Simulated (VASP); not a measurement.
# SnO in VASP: notebook

The runs below take SnO through electric field gradients, with LDA.

Everything below comes from runs of VASP 6.6.1. Logs are shortened: lines on timing, memory, paths and dates and some standing lists are left out, and cuts for length are marked.

## Step 1: The cell of the first run

It takes space group C2/m (No. 12, monoclinic). Conventional cell: a = 5.324 Å, b = 5.431 Å, c = 4.836 Å, α = 90.00°, β = 91.63°, γ = 90.00°. Sn (site symmetry m) has 4 O at 2.20 to 2.24 Å within 2.9 Å. O (site symmetry 2) has 4 Sn at 2.20 to 2.24 Å and 4 O at 2.66 to 2.72 Å within 2.9 Å.

## Step 2: Electric field gradients, LDA (equal xy, yz and zx shear strains of -2 %)

Contents of INCAR:

```
SYSTEM = SnO
PREC = Accurate ; ENCUT = 520
EDIFF = 1E-8 ; ISMEAR = -1
SIGMA = 0.02 ; LREAL = .FALSE.
LASPH = .TRUE. ; NELM = 100
ALGO = Normal ; ISIF = 2
LWAVE = .FALSE. ; LCHARG = .FALSE.
GGA = CA ; LEFG = .TRUE.
NBANDS = 28
```

Contents of KPOINTS:

```
Automatic mesh
0
G
  6 6 5
  0 0 0
```

Contents of POSCAR:

```
SnO
1.0
    3.8020000000     -0.0380200000     -0.0380200000
   -0.0380200000      3.8020000000     -0.0380200000
   -0.0483600000     -0.0483600000      4.8360000000
Sn O
2 2
Direct
    0.0000000000      0.5000000000      0.2385000000
    0.5000000000      0.0000000000      0.7615000000
    0.0000000000      0.0000000000      0.0000000000
    0.5000000000      0.5000000000      0.0000000000
```

Potentials or basis: VASP PAW LDA potentials, release 64 (Sn_d, O).

Run with:

```sh
$ cat potpaw_LDA.64/Sn_d/POTCAR potpaw_LDA.64/O/POTCAR > POTCAR
$ mpirun -np 1 vasp_std > vasp.out
```

OUTCAR:

```text
SYSTEM = SnO
   PREC = Accurate
   ENCUT = 520
   EDIFF = 1E-8
   ISMEAR = -1
   LREAL = .FALSE.
   LASPH = .TRUE.
   NELM = 100
   ISIF = 2
   GGA = CA

 ion  position               nearest neighbor table
   1  0.000  0.500  0.239-   3 2.20   4 2.20   3 2.24   4 2.24   2 3.47   2 3.56   2 3.56   2 3.57
                             2 3.62   2 3.71   2 3.71   2 3.72
   2  0.500  0.000  0.761-   3 2.20   4 2.20   4 2.24   3 2.24   1 3.47   1 3.56   1 3.56   1 3.57
                             1 3.62   1 3.71   1 3.71   1 3.72
   3  0.000  0.000  0.000-   1 2.20   2 2.20   1 2.24   2 2.24
   4  0.500  0.500  0.000-   1 2.20   2 2.20   2 2.24   1 2.24

  LATTYP: Found a base centered monoclinic cell.
 ALAT       =     5.3236146519
 B/A-ratio  =     1.0200979445
 C/A-ratio  =     1.3318122543
 COS(beta)  =    -0.7314689308

  Lattice vectors:

 A1 = (  -3.8020000000,   0.0380200000,   0.0380200000)
 A2 = (   0.0380200000,  -3.8020000000,   0.0380200000)
 A3 = (   3.7156200000,   3.7156200000,   4.7599600000)

Analysis of symmetry for initial positions (statically):
=====================================================================
 Subroutine PRICEL returns:
 Original cell was already a primitive cell.

 Routine SETGRP: Setting up the symmetry group for a
 base centered monoclinic supercell.

 Subroutine GETGRP returns: Found  4 space group operations
 (whereof  2 operations were pure point group operations)
 out of a pool of  4 trial point group operations.

The static configuration has the point symmetry C_2 .
 The point group associated with its full space group is C_2h.

Analysis of symmetry for dynamics (positions and initial velocities):
=====================================================================
 Subroutine PRICEL returns:
 Original cell was already a primitive cell.

 Routine SETGRP: Setting up the symmetry group for a
 base centered monoclinic supercell.

 Subroutine GETGRP returns: Found  4 space group operations
 (whereof  2 operations were pure point group operations)
 out of a pool of  4 trial point group operations.

The dynamic configuration has the point symmetry C_2 .
 The point group associated with its full space group is C_2h.

 Subroutine INISYM returns: Found  4 space group operations
[... 141 lines left out ...]
  ---------------------------------------------------
  ext. energy  EPLUGINS =         0.00000000
  ---------------------------------------------------
  free energy    TOTEN  =       -25.69267945 eV

  energy without entropy =      -25.69241282  energy(sigma->0) =      -25.69254613

 E-fermi :   6.8856     XC(G=0): -10.6795

 val. band max:        6.8519964735   @ k =   0.0000   0.0000   0.0000
 cond. band min:       6.9159396283   @ k =   0.5000   0.5000  -0.0000
 fundamental gap:      0.0639431548
 Fermi energy:         6.8856415382

 k-point     1 :       0.0000    0.0000    0.0000
  band No.  band energies     occupation
      1     -14.9948      2.00000
      2     -14.5822      2.00000
      3     -14.5680      2.00000
      4     -14.5602      2.00000
      5     -14.5157      2.00000
      6     -14.5139      2.00000
[... 733 lines left out ...]
     27      15.0024      0.00000
     28      16.4709      0.00000

 [... further k-points ...]
[... 5 lines left out ...]
  --------------------------------------------------------------------------------------
  -------------------------------------------------------------------------------------
  Total       -1.0728196     -1.0728196     -1.0048732      0.7413703      0.4646226      0.4646225
  in kB      -24.5956305    -24.5956305    -23.0378794     16.9967720     10.6520108     10.6520089
  external PRESSURE =     -24.0763802 kB  Pullay stress =       0.0000000 kB

 VOLUME and BASIS-vectors are now :
 -----------------------------------------------------------------------------
  energy-cutoff  :      520.00
  volume of cell :       69.88
      direct lattice vectors                 reciprocal lattice vectors
     3.802000000 -0.038020000 -0.038020000     0.263072609  0.002657299  0.002657299
    -0.038020000  3.802000000 -0.038020000     0.002657299  0.263072609  0.002657299
    -0.048360000 -0.048360000  4.836000000     0.002089134  0.002089134  0.206824248

 POSITION                                       TOTAL-FORCE (eV/Angst)
 -----------------------------------------------------------------------------------
     -0.03054      1.88947      1.13438         0.114248      0.114248     -0.135276
      1.86417     -0.05584      3.66360        -0.114248     -0.114248      0.135276
      0.00000      0.00000      0.00000         0.063948     -0.063948      0.000000
      1.88199      1.88199     -0.03802        -0.063948      0.063948      0.000000
 -----------------------------------------------------------------------------------
    total drift:                               -0.000000      0.000000      0.000000

  FREE ENERGIE OF THE ION-ELECTRON SYSTEM (eV)
  ---------------------------------------------------
  free  energy   TOTEN  =       -25.6926794506 eV

  energy  without entropy=      -25.6924128193  energy(sigma->0) =      -25.69254613

 Electric field gradients (V/A^2)
---------------------------------------------------------------------
 ion       V_xx      V_yy      V_zz      V_xy      V_xz      V_yz
---------------------------------------------------------------------
   1      82.106    82.106  -164.212     2.660   -18.678   -18.678
   2      82.106    82.106  -164.212     2.660   -18.678   -18.678
   3      -0.963    -0.963     1.926    -6.331     0.474     0.474
   4      -0.963    -0.963     1.926    -6.331     0.474     0.474
---------------------------------------------------------------------

 Electric field gradients after diagonalization (V/A^2)
 (convention: |V_zz| > |V_xx| > |V_yy|)
----------------------------------------------------------------------
 ion       V_xx      V_yy      V_zz     asymmetry (V_yy - V_xx)/ V_zz
----------------------------------------------------------------------
   1      87.538    79.446  -166.984       0.048
   2      87.538    79.446  -166.984       0.048
   3       5.368     1.975    -7.342       0.462
   4       5.368     1.975    -7.342       0.462
----------------------------------------------------------------------

           NMR quadrupolar parameters

 Cq : quadrupolar parameter    Cq=e*Q*V_zz/h
 eta: asymmetry parameters     (V_yy - V_xx)/ V_zz
 Q  : nuclear electric quadrupole moment in mb (millibarn)
----------------------------------------------------------------------
 ion       Cq(MHz)       eta       Q (mb)
----------------------------------------------------------------------
   1      -0.404       0.048       1.000
   2      -0.404       0.048       1.000
   3      -0.018       0.462       1.000
   4      -0.018       0.462       1.000
----------------------------------------------------------------------
```

OSZICAR:

```text
N       E                     dE             d eps       ncg     rms          rms(c)
DAV:   1     0.413838981394E+03    0.41384E+03   -0.19801E+04  3156   0.218E+03
DAV:   2     0.343292758858E+02   -0.37951E+03   -0.36495E+03  3156   0.539E+02
DAV:   3    -0.263424425861E+02   -0.60672E+02   -0.59577E+02  3528   0.181E+02
DAV:   4    -0.292370383495E+02   -0.28946E+01   -0.28796E+01  3516   0.423E+01
DAV:   5    -0.293079575754E+02   -0.70919E-01   -0.70909E-01  3344   0.721E+00    0.114E+01
DAV:   6    -0.258169442495E+02    0.34910E+01   -0.16135E+01  4992   0.454E+01    0.511E+00
DAV:   7    -0.257477940916E+02    0.69150E-01   -0.20061E+00  3708   0.871E+00    0.242E+00
DAV:   8    -0.257054732262E+02    0.42321E-01   -0.31798E-01  3644   0.364E+00    0.765E-01
DAV:   9    -0.256923179224E+02    0.13155E-01   -0.40011E-02  5012   0.212E+00    0.216E-01
DAV:  10    -0.256930566784E+02   -0.73876E-03   -0.62698E-03  4484   0.705E-01    0.138E-01
DAV:  11    -0.256926612118E+02    0.39547E-03   -0.14789E-03  4716   0.362E-01    0.189E-02
DAV:  12    -0.256926830239E+02   -0.21812E-04   -0.23482E-04  3204   0.840E-02    0.237E-02
DAV:  13    -0.256926798474E+02    0.31765E-05   -0.11390E-05  4284   0.298E-02    0.658E-03
DAV:  14    -0.256926794918E+02    0.35562E-06   -0.18549E-06  4356   0.872E-03    0.133E-03
DAV:  15    -0.256926794551E+02    0.36729E-07   -0.28923E-07  3680   0.427E-03    0.154E-03
DAV:  16    -0.256926794506E+02    0.45093E-08   -0.34378E-08  3204   0.123E-03
   1 F= -.25692679E+02 E0= -.25692546E+02  d E =-.266631E-03
```

stdout:

```text
POSCAR found type information on POSCAR SnO
 POSCAR found :  2 types and       4 ions
 scaLAPACK will be used
 LDA part: xc-table for (Slater(with rela. corr.)+CA(PZ))
 , standard interpolation
 POSCAR, INCAR and KPOINTS ok, starting setup
 FFT: planning ... GRIDC
 FFT: planning ... GRID_SOFT
 FFT: planning ... GRID
 WAVECAR not read
 entering main loop
ion   1

ion   2

ion   3

ion   4
```

It took 65 s on 1 thread of Intel Xeon Platinum 8488C (Sapphire Rapids), shared host; peak memory 0.2 GiB.

Results:

| Quantity | Value |
| --- | --- |
| Free energy | -25.6927 eV |
| Pressure | -2.4 GPa |
| Largest force | 0.211 eV/Å |
| Band gap on the k mesh | 0.06 eV (least direct gap 1.87 eV) |
| Largest electric field gradient by atom | Sn -167.0; O -7.3 V/Å² |

Forces in eV/Å, atoms in the order of the input:
```
Sn   0.114  0.114 -0.135
Sn  -0.114 -0.114  0.135
O    0.064 -0.064  0.000
O   -0.064  0.064  0.000
```

Electric field gradients, principal values (V/Å²):
```tsv
atom	least	middle	greatest (by size)
1 Sn	79.446	87.538	-166.984
2 Sn	79.446	87.538	-166.984
3 O	1.975	5.368	-7.342
4 O	1.975	5.368	-7.342
```

Caveat: the cell differs from its parent crystal (equal xy, yz and zx shear strains of -2 %); without QUAD_EFG the Cq values of the log hold for a quadrupole moment of 1 mb, not for the nuclei; spin-orbit coupling is left out, which moves the levels of the heavy elements; an odd mesh through Γ misses points on the zone boundary, where band edges can lie.

## Step 3: Electric field gradients, LDA (equal xy, yz and zx shear strains of -1 %)

Contents of INCAR:

```
ALGO     = Normal         # electronic algorithm
EDIFF    = 1E-8           # SCF threshold, eV
ENCUT    = 520            # plane-wave cutoff, eV
GGA      = CA             # functional
ISIF     = 2              # what is computed and relaxed
ISMEAR   = -1             # smearing method
LASPH    = True           # aspherical terms in the spheres
LCHARG   = False          # write CHGCAR
LEFG     = True         
LREAL    = False          # projectors in reciprocal space
LWAVE    = False          # write WAVECAR
NBANDS   = 28             # bands
NELM     = 80             # most SCF steps
PREC     = Accurate       # precision mode
SIGMA    = 0.02           # smearing width, eV
```

Contents of KPOINTS:

```
k-points
0
Gamma
  6 6 5
```

Contents of POSCAR:

```
SnO
1.0
    3.8020000000     -0.0190100000     -0.0190100000
   -0.0190100000      3.8020000000     -0.0190100000
   -0.0241800000     -0.0241800000      4.8360000000
Sn O
2 2
Direct
    0.0000000000      0.5000000000      0.2385000000
    0.5000000000      0.0000000000      0.7615000000
    0.0000000000      0.0000000000      0.0000000000
    0.5000000000      0.5000000000      0.0000000000
```

Potentials or basis: VASP PAW LDA potentials, release 64 (Sn_d, O).

Run with:

```sh
$ cat potpaw_LDA.64/Sn_d/POTCAR potpaw_LDA.64/O/POTCAR > POTCAR
$ mpirun -np 1 vasp_std > vasp.out
```

OUTCAR:

```text
EDIFF = 1E-8
   ENCUT = 520
   GGA = CA
   ISIF = 2
   ISMEAR = -1
   LASPH = True
   LREAL = False
   NELM = 80
   PREC = Accurate

 ion  position               nearest neighbor table
   1  0.000  0.500  0.239-   3 2.21   4 2.21   3 2.23   4 2.23   2 3.51   2 3.55   2 3.55   2 3.56
                             2 3.66   2 3.70   2 3.70   2 3.71
   2  0.500  0.000  0.761-   3 2.21   4 2.21   4 2.23   3 2.23   1 3.51   1 3.55   1 3.55   1 3.56
                             1 3.66   1 3.70   1 3.70   1 3.71
   3  0.000  0.000  0.000-   1 2.21   2 2.21   1 2.23   2 2.23
   4  0.500  0.500  0.000-   1 2.21   2 2.21   2 2.23   1 2.23

  LATTYP: Found a base centered monoclinic cell.
 ALAT       =     5.3500908591
 B/A-ratio  =     1.0100247465
[... 979 lines left out ...]
   1      82.356    82.356  -164.713     1.306    -9.414    -9.414
   2      82.356    82.356  -164.713     1.306    -9.414    -9.414
   3      -0.972    -0.972     1.944    -3.167     0.231     0.231
   4      -0.972    -0.972     1.944    -3.167     0.231     0.231
---------------------------------------------------------------------

 Electric field gradients after diagonalization (V/A^2)
 (convention: |V_zz| > |V_xx| > |V_yy|)
----------------------------------------------------------------------
 ion       V_xx      V_yy      V_zz     asymmetry (V_yy - V_xx)/ V_zz
----------------------------------------------------------------------
   1      84.374    81.050  -165.424       0.020
   2      84.374    81.050  -165.424       0.020
   3       2.195     1.962    -4.157       0.056
   4       2.195     1.962    -4.157       0.056
----------------------------------------------------------------------

           NMR quadrupolar parameters

 Cq : quadrupolar parameter    Cq=e*Q*V_zz/h
 eta: asymmetry parameters     (V_yy - V_xx)/ V_zz
 Q  : nuclear electric quadrupole moment in mb (millibarn)
----------------------------------------------------------------------
 ion       Cq(MHz)       eta       Q (mb)
----------------------------------------------------------------------
   1      -0.400       0.020       1.000
   2      -0.400       0.020       1.000
   3      -0.010       0.056       1.000
   4      -0.010       0.056       1.000
----------------------------------------------------------------------
```

Wall time 64 s (1 thread of Intel Xeon Platinum 8488C (Sapphire Rapids), shared host); peak memory 0.2 GiB.

What came out:

```yaml
Free_energy: -25.7050 eV
Pressure: -2.5 GPa
Largest_force: 0.167 eV/Å
Band_gap_on_the_k_mesh: 0.08 eV (least direct gap 1.92 eV)
Largest_electric_field_gradient_by_atom: Sn -165.4; O -4.2 V/Å²
```

Forces on the atoms (eV/Å):
```
Sn   0.057  0.057 -0.147
Sn  -0.057 -0.057  0.147
O    0.032 -0.032  0.000
O   -0.032  0.032  0.000
```

Electric field gradients, principal values (V/Å²):
```csv
atom,least,middle,greatest (by size)
1 Sn,81.050,84.374,-165.424
2 Sn,81.050,84.374,-165.424
3 O,1.962,2.195,-4.157
4 O,1.962,2.195,-4.157
```

Caveat: the cell differs from its parent crystal (equal xy, yz and zx shear strains of -1 %); without QUAD_EFG the Cq values of the log hold for a quadrupole moment of 1 mb, not for the nuclei; spin-orbit coupling is left out, which moves the levels of the heavy elements; an odd mesh through Γ misses points on the zone boundary, where band edges can lie.

(Continued in part 2 of 4.)
